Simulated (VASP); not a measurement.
# BP (F-43m) in VASP: notebook, part 2 of 2

VASP 6.6.1.

## (3) Single point, LDA (strain +0.040 along x and y, +0.040 along z)

Contents of INCAR:

```
ALGO = Normal
EDIFF = 1E-6
ENCUT = 500
GGA_COMPAT = F
ISIF = 2
ISMEAR = 0
LASPH = T
LCHARG = F
LREAL = F
LWAVE = F
NBANDS = 11
NELM = 120
PREC = Accurate
SIGMA = 0.05
```

Contents of KPOINTS:

```
k-points
0
Gamma
  10 10 10
```

Contents of POSCAR:

```
BP
1.0
    0.0000000000      2.3597600000      2.3597600000
    2.3597600000      0.0000000000      2.3597600000
    2.3597600000      2.3597600000      0.0000000000
B P
1 1
Direct
    0.0000000000      0.0000000000      0.0000000000
    0.7500000000      0.7500000000      0.7500000000
```

Potentials or basis: VASP PAW LDA potentials, release 64 (B, P).

The run is started by

```console
$ cat potpaw_LDA.64/B/POTCAR potpaw_LDA.64/P/POTCAR > POTCAR
$ mpirun -np 1 vasp_std > vasp.out
```

OUTCAR:

```text
EDIFF = 1E-6
   ENCUT = 500
   ISIF = 2
   ISMEAR = 0
   LASPH = T
   LREAL = F
   NELM = 120
   PREC = Accurate

 ion  position               nearest neighbor table
   1  0.000  0.000  0.000-   2 2.04   2 2.04   2 2.04   2 2.04
   2  0.750  0.750  0.750-   1 2.04   1 2.04   1 2.04   1 2.04

  LATTYP: Found a face centered cubic cell.
 ALAT       =     4.7195200000

  Lattice vectors:

 A1 = (   0.0000000000,   2.3597600000,   2.3597600000)
 A2 = (   2.3597600000,   0.0000000000,   2.3597600000)
 A3 = (   2.3597600000,   2.3597600000,   0.0000000000)

Analysis of symmetry for initial positions (statically):
=====================================================================
 Subroutine PRICEL returns:
 Original cell was already a primitive cell.

 Routine SETGRP: Setting up the symmetry group for a
 face centered cubic supercell.

 Subroutine GETGRP returns: Found 24 space group operations
 (whereof 24 operations were pure point group operations)
 out of a pool of 48 trial point group operations.

The static configuration has the point symmetry T_d .

Analysis of symmetry for dynamics (positions and initial velocities):
=====================================================================
 Subroutine PRICEL returns:
 Original cell was already a primitive cell.

 Routine SETGRP: Setting up the symmetry group for a
 face centered cubic supercell.

 Subroutine GETGRP returns: Found 24 space group operations
 (whereof 24 operations were pure point group operations)
 out of a pool of 48 trial point group operations.

The dynamic configuration has the point symmetry T_d .

 Subroutine INISYM returns: Found 24 space group operations
 (whereof 24 operations are pure point group operations),
 and found     1 'primitive' translations

----------------------------------------------------------------------------------------

                                     Primitive cell

  volume of cell :      26.2805

  direct lattice vectors                    reciprocal lattice vectors
     0.000000000  2.359760000  2.359760000    -0.211885955  0.211885955  0.211885955
     2.359760000  0.000000000  2.359760000     0.211885955 -0.211885955  0.211885955
     2.359760000  2.359760000  0.000000000     0.211885955  0.211885955 -0.211885955

  length of vectors
     3.337204596  3.337204596  3.337204596     0.366997239  0.366997239  0.366997239

  position of ions in fractional coordinates (direct lattice)
     0.000000000  0.000000000  0.000000000
     0.750000000  0.750000000  0.750000000

  ion indices of the primitive-cell ions
   primitive index   ion index
                 1           1
                 2           2

----------------------------------------------------------------------------------------

 KPOINTS: k-points

Automatic generation of k-mesh.
 Grid dimensions read from file:
 generate k-points for:   10   10   10

 Generating k-lattice:

  Cartesian coordinates                     Fractional coordinates (reciprocal lattice)
    -0.021188595  0.021188595  0.021188595     0.100000000  0.000000000  0.000000000
     0.021188595 -0.021188595  0.021188595     0.000000000  0.100000000  0.000000000
     0.021188595  0.021188595 -0.021188595     0.000000000  0.000000000  0.100000000

  Length of vectors
     0.036699724  0.036699724  0.036699724

  Shift w.r.t. Gamma in fractional coordinates (k-lattice)
     0.000000000  0.000000000  0.000000000

 Subroutine IBZKPT returns following result:
 ===========================================

 Found     47 irreducible k-points:

 Following reciprocal coordinates:
            Coordinates               Weight
  0.000000  0.000000  0.000000      1.000000
  0.100000  0.000000  0.000000      8.000000
  0.200000  0.000000  0.000000      8.000000
  0.300000  0.000000  0.000000      8.000000
  0.400000  0.000000  0.000000      8.000000
  0.500000  0.000000  0.000000      4.000000
[... 16 lines left out ...]
  0.300000  0.300000  0.000000      6.000000
  0.400000  0.300000  0.000000     24.000000
 [... further k-points ...]
   k-points           NKPTS =     47   k-points in BZ     NKDIM =     47   number of bands    NBANDS=     11
   number of dos      NEDOS =    301   number of ions     NIONS =      2
   total plane-waves  NPLWV =  13824
   dimension x,y,z NGX =    24 NGY =   24 NGZ =   24
   dimension x,y,z NGXF=    48 NGYF=   48 NGZF=   48
   ions per type =               1   1
   NGX,Y,Z   is equivalent  to a cutoff of  11.96, 11.96, 11.96 a.u.
   NGXF,Y,Z  is equivalent  to a cutoff of  23.91, 23.91, 23.91 a.u.
 SYSTEM =  unknown system
   PREC   = accura    normal or accurate (medium, high low for compatibility)
   ISTART =      0    job   : 0-new  1-cont  2-samecut
   ICHARG =      2    charge: 1-file 2-atom 10-const
   ISPIN  =      1    spin polarized calculation?
   LNONCOLLINEAR =      F non collinear calculations
   LSORBIT =      F    spin-orbit coupling
   LASPH  =      T    aspherical Exc in radial PAW
   ENCUT  =  500.0 eV  36.75 Ry    6.06 a.u.   6.08  6.08  6.08*2*pi/ulx,y,z
   NELM   =    120;   NELMIN=  2; NELMDL= -5     # of ELM steps
   EDIFF  = 0.1E-05   stopping-criterion for ELM
   LREAL  =      F    real-space projection
   EDIFFG = 0.1E-04   stopping-criterion for IOM
   NSW    =      0    number of steps for IOM
   IBRION =     -1    ionic relax: 0-MD 1-quasi-New 2-CG
   NFREE  =      0    steps in history (QN), initial steepest desc. (CG)
   ISIF   =      2    stress and relaxation
   ISYM   =      2    0-nonsym 1-usesym 2-fastsym
   POTIM  = 0.5000    time-step for ionic-motion
   TEBEG  =    0.0;   TEEND  =   0.0 temperature during run
   PSTRESS=    0.0 pullay stress
   NELECT =       8.0000    total number of electrons
   NUPDOWN=      -1.0000    fix difference up-down
   EMIN   =  10.00;   EMAX   =-10.00  energy-range for DOS
   EFERMI =   0.00;   METHOD = LEGACY
   ISMEAR =     0;   SIGMA  =   0.05  broadening in eV -4-tet -1-fermi 0-gaus
   EFERMI_NEDOS =   21; number of points for ismear=-14 and -15
   IALGO  =     38    algorithm
   IMIX   =      4    mixing-type and parameters
     AMIX     =   0.40;   BMIX     =  1.00
     AMIX_MAG =   1.60;   BMIX_MAG =  1.00
  volume/ion in A,a.u.               =      13.14        88.67
  Fermi-wavevector in a.u.,A,eV,Ry     =   1.101270  2.081098 16.501075  1.212795
  Thomas-Fermi vector in A             =   2.237694
   LORBIT       =      0    0 simple, 1 ext, 2 COOP (PROOUT), +10 PAW based schemes
   GGA     = CA    functional components
   LHFCALC =     F    Hartree Fock is set to
   AEXX    =    0.0000 exact exchange contribution
   IVDW    =     0    specifies the selected vdW correction
   LEPSILON=     F    determine dielectric tensor
   LRPA    =     F    only Hartree local field effects (RPA)
 non-spin polarized calculation
 Gauss-broadening in eV      SIGMA  =   0.05
  energy-cutoff  :      500.00
  volume of cell :       26.28
 maximum number of plane-waves:       692
   NGX = 13   NGY = 13   NGZ = 13

 number of electron       8.0000001 magnetization

 Free energy of the ion-electron system (eV)
  ---------------------------------------------------
  ext. energy  EPLUGINS =         0.00000000
  ---------------------------------------------------
  free energy    TOTEN  =       -14.14627401 eV

  energy without entropy =      -14.14627401  energy(sigma->0) =      -14.14627401

 E-fermi :   6.3487     XC(G=0): -10.6094

 val. band max:        6.0580471246   @ k =   0.0000   0.0000   0.0000
 cond. band min:       7.3743312508   @ k =   0.4000   0.4000   0.0000
 fundamental gap:      1.3162841261
 Fermi energy:         6.3486712141

 k-point     1 :       0.0000    0.0000    0.0000
  band No.  band energies     occupation
      1      -8.3329      2.00000
      2       6.0580      2.00000
      3       6.0580      2.00000
      4       6.0580      2.00000
      5       9.2788      0.00000
      6       9.2788      0.00000
      7       9.2788      0.00000
      8      11.7101      0.00000
      9      16.5468      0.00000
     10      17.9115      0.00000
     11      17.9115      0.00000
[... 309 lines left out ...]
 k-point    24 :       0.4000    0.3000    0.0000
  band No.  band energies     occupation
      1      -5.7008      2.00000
      2       0.2183      2.00000
      3       2.4354      2.00000
      4       2.9083      2.00000
      5       7.8830      0.00000
      6       9.5952      0.00000
      7      14.6286      0.00000
      8      14.7421      0.00000
      9      18.5760      0.00000
     10      20.6976      0.00000
     11      21.3126      0.00000

 [... further k-points ...]
[... 5 lines left out ...]
  --------------------------------------------------------------------------------------
  -------------------------------------------------------------------------------------
  Total       -3.2398285     -3.2398285     -3.2398285      0.0000000      0.0000000     -0.0000000
  in kB     -197.5145552   -197.5145552   -197.5145552      0.0000000      0.0000000     -0.0000000
  external PRESSURE =    -197.5145552 kB  Pullay stress =       0.0000000 kB

 VOLUME and BASIS-vectors are now :
 -----------------------------------------------------------------------------
  energy-cutoff  :      500.00
  volume of cell :       26.28
      direct lattice vectors                 reciprocal lattice vectors
     0.000000000  2.359760000  2.359760000    -0.211885955  0.211885955  0.211885955
     2.359760000  0.000000000  2.359760000     0.211885955 -0.211885955  0.211885955
     2.359760000  2.359760000  0.000000000     0.211885955  0.211885955 -0.211885955

 POSITION                                       TOTAL-FORCE (eV/Angst)
 -----------------------------------------------------------------------------------
      0.00000      0.00000      0.00000         0.000000      0.000000      0.000000
      3.53964      3.53964      3.53964        -0.000000     -0.000000     -0.000000
 -----------------------------------------------------------------------------------
    total drift:                               -0.000000     -0.000000     -0.000000

  FREE ENERGIE OF THE ION-ELECTRON SYSTEM (eV)
  ---------------------------------------------------
  free  energy   TOTEN  =       -14.1462740098 eV

  energy  without entropy=      -14.1462740098  energy(sigma->0) =      -14.14627401
```

OSZICAR:

```text
N       E                     dE             d eps       ncg     rms          rms(c)
DAV:   1     0.753177256722E+01    0.75318E+01   -0.37094E+03  1034   0.621E+02
DAV:   2    -0.140499367447E+02   -0.21582E+02   -0.20335E+02  1369   0.103E+02
DAV:   3    -0.147235445027E+02   -0.67361E+00   -0.67199E+00  1301   0.161E+01
DAV:   4    -0.147266407973E+02   -0.30963E-02   -0.30960E-02  1187   0.131E+00
DAV:   5    -0.147266613082E+02   -0.20511E-04   -0.20511E-04  1300   0.103E-01    0.617E+00
DAV:   6    -0.142361951714E+02    0.49047E+00   -0.12456E+00  1148   0.443E+00    0.328E+00
DAV:   7    -0.141576635392E+02    0.78532E-01   -0.14821E-01  1251   0.196E+00    0.116E+00
DAV:   8    -0.141462415626E+02    0.11422E-01   -0.25499E-02  1205   0.822E-01    0.169E-01
DAV:   9    -0.141462696337E+02   -0.28071E-04   -0.79132E-04  1169   0.183E-01    0.102E-01
DAV:  10    -0.141462723572E+02   -0.27235E-05   -0.12473E-04  1121   0.640E-02    0.285E-02
DAV:  11    -0.141462744632E+02   -0.21060E-05   -0.32479E-06  1288   0.108E-02    0.272E-02
DAV:  12    -0.141462740098E+02    0.45342E-06   -0.18895E-06   612   0.551E-03
   1 F= -.14146274E+02 E0= -.14146274E+02  d E =-.179837E-18
```

stdout:

```text
POSCAR found type information on POSCAR B P
 POSCAR found :  2 types and       2 ions
 scaLAPACK will be used
 LDA part: xc-table for (Slater(with rela. corr.)+CA(PZ))
 , standard interpolation
 POSCAR, INCAR and KPOINTS ok, starting setup
 FFT: planning ... GRIDC
 FFT: planning ... GRID_SOFT
 FFT: planning ... GRID
 WAVECAR not read
 entering main loop
```

It took 5.5 s on 1 thread of AMD EPYC 9R45 (Zen 5), shared host; peak memory 0.1 GiB.

Results:

* Free energy: -14.1463 eV
* Pressure: -19.8 GPa
* Band gap on the k mesh: 1.32 eV, indirect (least direct gap 3.22 eV)

Caveat: the cell differs from its parent crystal (strain +0.040 along x and y, +0.040 along z). A k mesh can miss the band edges.
